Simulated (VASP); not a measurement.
Write the native input for VASP 6.6.1 that does the following.

| Quantity | Value |
| --- | --- |
| Task | single point |
| Functional | PBEsol |
| Potentials or basis | VASP PAW PBE potentials, release 64 (Sc_sv, Al) |
| Cutoff | 520 eV |
| k mesh | 12 × 12 × 12 |
| Occupations | gaussian, width 0.1 eV |
| Spin | no spin polarisation |
| Dipole correction | no |
| Further INCAR settings | ALGO = Normal; EDIFF = 1e-06; NBANDS = 14 |

The structure of ScAl lies in POSCAR:

```
ScAl
1.0
    3.3106197272      0.0000000000      0.0000000000
    0.0000000000      3.3106197272      0.0000000000
    0.0000000000      0.0000000000      3.3106197272
Sc Al
1 1
Direct
    0.5000000000      0.5000000000      0.5000000000
    0.0000000000      0.0000000000      0.0000000000
```

This cell differs from its parent crystal: volume scaled by 0.97.

These files were run (other wordings do the same):

INCAR

```
SYSTEM = ScAl
ALGO     = Normal         ! electronic algorithm
EDIFF    = 1E-6           ! SCF threshold, eV
ENCUT    = 520            ! plane-wave cutoff, eV
GGA      = PS             ! functional
ISIF     = 2              ! what is computed and relaxed
ISMEAR   = 0              ! smearing method
LASPH    = .True.         ! aspherical terms in the spheres
LCHARG   = .False.        ! write CHGCAR
LREAL    = .False.        ! projectors in reciprocal space
LWAVE    = .False.        ! write WAVECAR
NBANDS   = 14             ! bands
NELM     = 100            ! most SCF steps
PREC     = Accurate       ! precision mode
SIGMA    = 0.1            ! smearing width, eV
```

KPOINTS

```
k-points
0
Gamma
  12 12 12
  0 0 0
```

Potentials or basis: VASP PAW PBE potentials, release 64 (Sc_sv, Al).

Command:

```bash
$ cat potpaw_PBE.64/Sc_sv/POTCAR potpaw_PBE.64/Al/POTCAR > POTCAR
$ mpirun -np 1 vasp_std > vasp.out
```

Results of the run:

```yaml
Pressure: 2.8 GPa
Band_gap_on_the_k_mesh: zero (band 7 reaches 6.71 eV, above the bottom of band 8 at 5.52 eV)
```

Caveat: the PAW data sets were made with another functional, which shifts forces and pressure a little.

It took 18 s on 1 thread of Intel(R) Xeon(R) 6975P-C (Granite Rapids), on a shared host, peak memory 0.18 GiB.
